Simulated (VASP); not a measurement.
Input of a VASP 6.6.1 run:

INCAR

```
SYSTEM = InSb
ALGO = Normal
EDIFF = 1E-7
ENCUT = 520
GGA = PS
ISIF = 2
ISMEAR = 0
LASPH = .True.
LCHARG = .False.
LREAL = .False.
LWAVE = .False.
NBANDS = 16
NELM = 60
PREC = Accurate
SIGMA = 0.15
```

Contents of KPOINTS:

```
k-points
0
Gamma
  14 14 14
  0 0 0
```

The input POSCAR:

```
InSb
1.0
    0.0000000000      3.0735130000      3.0735130000
    3.0735130000      0.0000000000      3.0735130000
    3.0735130000      3.0735130000      0.0000000000
In Sb
1 1
Direct
    0.0000000000      0.0000000000      0.0000000000
    0.5000000000      0.5000000000      0.5000000000
```

Potentials or basis: VASP PAW PBE potentials, release 64 (In_d, Sb).

Run with:

```bash
$ cat potpaw_PBE.64/In_d/POTCAR potpaw_PBE.64/Sb/POTCAR > POTCAR
$ mpirun -np 1 vasp_std > vasp.out
```

Problem. Predict the pressure.

Solution. -2.7 GPa.

Problem. Estimate the band gap on the k mesh.

Solution. Zero (band 9 reaches 7.01 eV, above the bottom of band 10 at 4.33 eV).

Caveat: the PAW data sets were made with another functional, which shifts forces and pressure a little; spin-orbit coupling is left out, which moves the levels of the heavy elements.
